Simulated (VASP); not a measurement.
The system is ZrH2.

```xyz
3
Lattice="3.0300 0.0000 0.0000 -1.5150 2.6241 0.0000 0.0000 0.0000 3.3330" Properties=species:S:1:pos:R:3 pbc="T T T"
Zr    0.0000    0.0000    0.0000
H     0.0000    1.7494    1.6665
H     1.5150    0.8747    1.6665
```

- Program: VASP 6.6.1
- Task: relaxation of cell and atoms
- Functional: LDA
- Potentials or basis: VASP PAW LDA potentials, release 64 (Zr_sv, H)
- Cutoff: 600 eV
- k mesh: 16 × 16 × 13
- Occupations: fermi-dirac, width 0.1 eV
- Spin: no spin polarisation

At the start: pressure -6.2 GPa; volume 8.83 Å³/atom.

Q: Where does the relaxation end?

A: Over 6 steps the energy falls by 147.3 meV/atom and the volume is 8.27 Å³/atom (-6.3 %); space group P6/mmm (No. 191, to 0.1 Å) before and after.

Step by step:
```
step  energy change (eV)  largest force (eV/Å)  pressure (GPa)  volume (Å³)
   1              0.0000                0.0000           -6.24        26.50
   2             -0.3784                0.0000           -1.65        25.11
   3             -0.4332                0.0000            1.34        24.56
   4             -0.4373                0.0000            2.68        24.34
   5             -0.4419                0.0000           -0.18        24.84
   6             -0.4420                0.0000           -0.04        24.82
```

Final structure:
```
Zr H
1.0
     3.13614    0.00000    0.00000
    -1.56807    2.71598    0.00000
     0.00000    0.00000    2.91373
Zr H
1 2
Cartesian
  3.1361 0.0000 0.0000
  0.0000 1.8107 1.4569
  1.5681 0.9053 1.4569
```
